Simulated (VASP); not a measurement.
BiH:

```
Bi H
1.0
     4.03796    0.00000    0.00000
    -2.01898    3.49698    0.00000
     0.00000    0.00000    4.90249
Bi H
2 2
Direct
  0.33333 0.66667 0.25000
  0.66667 0.33333 0.75000
  0.00000 0.00000 0.00000
  0.00000 0.00000 0.50000
```

```yaml
Program: VASP 6.6.1
Task: relaxation of cell and atoms
Functional: PBE
Potentials_or_basis: VASP PAW PBE potentials, release 64 (Bi_d, H)
Cutoff: 600 eV
k_mesh: 12 × 12 × 8
Occupations: gaussian, width 0.1 eV
Spin: no spin polarisation
```

At the start: pressure 0.1 GPa; volume 17.31 Å³/atom.

Task: How do energy, volume and symmetry change on relaxing?

Result: Over 8 steps the energy falls by 37.5 meV/atom and the volume is 16.89 Å³/atom (-2.4 %); space group P6_3/mmc (No. 194, to 0.1 Å) before and after.

The path:
```
step  energy change (eV)  largest force (eV/Å)  pressure (GPa)  volume (Å³)
   1              0.0000                0.0000            0.08        69.23
   2             -0.0219                0.0000           -0.14        69.30
   3             -0.0799                0.0000           -0.68        69.42
   4             -0.1277                0.0000           -1.07        69.20
   5             -0.1369                0.0000           -1.13        69.04
   6             -0.1467                0.0000           -0.99        68.63
   7             -0.1269                0.0000            2.67        64.88
   8             -0.1499                0.0000           -0.08        67.57
```

Final structure:
```
Bi H
1.0
     3.64310    0.00000    0.00000
    -1.82155    3.15502    0.00000
     0.00000    0.00000    5.87902
Bi H
2 2
Direct
  0.33333 0.66667 0.25000
  0.66667 0.33333 0.75000
  0.00000 0.00000 0.00000
  0.00000 0.00000 0.50000
```

Caveat: a cell axis changed by over 15 % at a fixed basis, so the end point is rough.
